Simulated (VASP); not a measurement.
A run of VASP 6.6.1 is set up as follows.

INCAR

```
SYSTEM = Si2Ni
PREC     = Accurate       ! precision mode
ENCUT    = 520            ! plane-wave cutoff, eV
EDIFF    = 1E-6           ! SCF threshold, eV
ISMEAR   = 0              ! smearing method
SIGMA    = 0.1            ! smearing width, eV
LREAL    = .False.        ! projectors in reciprocal space
LASPH    = .True.         ! aspherical terms in the spheres
NELM     = 80             ! most SCF steps
ALGO     = Normal         ! electronic algorithm
ISIF     = 2              ! what is computed and relaxed
LWAVE    = .False.        ! write WAVECAR
LCHARG   = .False.        ! write CHGCAR
GGA      = PE             ! functional
NBANDS   = 16             ! bands
```

File KPOINTS:

```
Automatic mesh
0
Gamma
  6 6 6
  0 0 0
```

Contents of POSCAR:

```
Si2Ni
1.0
    0.0000000000      2.7030000000      2.7030000000
    2.7030000000      0.0000000000      2.7030000000
    2.7030000000      2.7030000000      0.0000000000
Si Ni
2 1
Direct
    0.2500000000      0.2500000000      0.2500000000
    0.7500000000      0.7500000000      0.7500000000
    0.0000000000      0.0000000000      0.0000000000
```

Potentials or basis: VASP PAW PBE potentials, release 64 (Si, Ni).

Launch:

```console
$ cat potpaw_PBE.64/Si/POTCAR potpaw_PBE.64/Ni/POTCAR > POTCAR
$ mpirun -np 1 vasp_std > vasp.out
```

Question: What does it give for the band gap on the k mesh?

Answer: Zero (bands 9 and 10 overlap by 2.11 eV).

Question: What does it give for the pressure?

Answer: 3.7 GPa.

Caveat: the cell stands under pressure. Spin polarisation is off, so any magnetic state and its effect on volume and gap are missing.
